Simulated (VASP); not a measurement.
A run of VASP 6.6.1:

Contents of INCAR:

```
PREC = Accurate ; ENCUT = 520
EDIFF = 1E-6 ; ISMEAR = 0
SIGMA = 0.15 ; LREAL = F
LASPH = T ; NELM = 100
ALGO = Normal ; ISIF = 2
LWAVE = F ; LCHARG = T
GGA = PS ; LELF = T
LVHAR = T ; NBANDS = 13
```

KPOINTS

```
regular mesh
0
Gamma
  22 22 22
```

File POSCAR:

```
O
1.0
    0.0000000000      1.6973584911      4.5784995314
    1.7031778763      0.0000000000      4.5784995314
    1.7031778763      1.6973584911      0.0000000000
O
2
Direct
    0.0675080576      0.0675080576      0.9324919424
    0.9324919424      0.9324919424      0.0675080576
```

Potentials or basis: VASP PAW PBE potentials, release 64 (O).

Launch:

```sh
$ cat potpaw_PBE.64/O/POTCAR > POTCAR
$ mpirun -np 1 vasp_std > vasp.out
```

Hardware: 1 thread of AMD EPYC 9R45 96-Core Processor (Zen 5), with other jobs on the host.

**Question.** Estimate the wall time of this run.

**Answer.** Wall time 6.2 min on 1 thread of AMD EPYC 9R45 96-Core Processor (Zen 5), on a shared host, peak memory 0.44 GiB. Counts: scf iterations 11, k points 1530.
